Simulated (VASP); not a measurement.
The system is Be.

```
CELL_PARAMETERS angstrom
2.10438 0.00000 0.00000
0.00000 2.10438 0.00000
0.00000 0.00000 1.72497
ATOMIC_POSITIONS crystal
Be 0.00000 0.00000 0.50000
```

```yaml
Program: VASP 6.6.1
Task: relaxation of cell and atoms
Functional: PBE
Potentials_or_basis: VASP PAW PBE potentials, release 64 (Be)
Cutoff: 600 eV
k_mesh: 8 × 8 × 10
Occupations: gaussian, width 0.1 eV
Spin: no spin polarisation
```

At the start: pressure 44.0 GPa; volume 7.64 Å³/atom.

Task: How do energy, volume and symmetry change on relaxing?

Result: Over 4 steps the energy falls by 457.9 meV/atom and the volume is 10.11 Å³/atom (+32.3 %); space group P4/mmm (No. 123, to 0.05 Å).

The path:
| step | energy change (eV) | largest force (eV/Å) | pressure (GPa) | volume (Å³) |
| --- | --- | --- | --- | --- |
| 1 | 0.0000 | 0.0000 | 44.03 | 7.64 |
| 2 | -0.4576 | 0.0000 | 0.94 | 10.03 |
| 3 | -0.4577 | 0.0000 | 0.79 | 10.05 |
| 4 | -0.4579 | 0.0000 | 0.28 | 10.11 |

Final structure:
```cif
data_structure
_symmetry_space_group_name_H-M 'P 1'
_symmetry_Int_Tables_number 1
_cell_length_a 2.1438
_cell_length_b 2.1438
_cell_length_c 2.1997
_cell_angle_alpha 90.000
_cell_angle_beta 90.000
_cell_angle_gamma 90.000
_cell_volume 10.11
loop_
_atom_site_label
_atom_site_type_symbol
_atom_site_fract_x
_atom_site_fract_y
_atom_site_fract_z
_atom_site_occupancy
Be1 Be 0.00000 0.00000 0.50000 1
```

Caveat: the k points lie up to 0.37 Å⁻¹ apart in the final cell; the volume moved by over 15 % at a fixed basis, so the end points are rough.
